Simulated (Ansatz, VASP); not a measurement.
# Two plane-wave programs on Zr2SeS2

```
Zr Se S
1.0
    -2.33559    2.33559    4.85152
     2.33559   -2.33559    4.85152
     2.33559    2.33559   -4.85152
Zr Se S
2 1 2
Direct
  0.25000 0.75000 0.50000
  0.75000 0.25000 0.50000
  0.00000 0.00000 0.00000
  0.35032 0.35032 0.00000
  0.64968 0.64968 0.00000
```

Change from the starting cell: species swapped into the SrFe2As2 type (I4/mmm, No. 139).

Alike in both runs: task relaxation of cell and atoms; functional PBE; k mesh 12 × 12 × 12; occupations gaussian, width 0.1 eV; no spin polarisation.

|  | VASP | Ansatz |
| --- | --- | --- |
| version | VASP 6.6.1 | Ansatz 0.2.0 |
| potentials or method | VASP PAW PBE potentials, release 64 (Zr_sv, Se, S), cutoff 600 eV | scalar-relativistic, plane waves, PAW |
| valence electrons in the cell | 42 | 52 |

```tsv
	VASP	Ansatz	Ansatz less VASP
gap on the k mesh at the Fermi level, each at its own relaxed structure (eV)	none	none	-
relaxed volume (Å³/atom)	21.17	21.17	+0.003
relaxed length of the cell vector where the two differ most in proportion (Å)	5.866	5.867	+0.0007
```

A gap of «none» marks a metal or a gap that the smearing closes. VASP's potentials hold 42 valence electrons a cell and Ansatz's 52, so a difference there can come from the potentials and not from the codes.
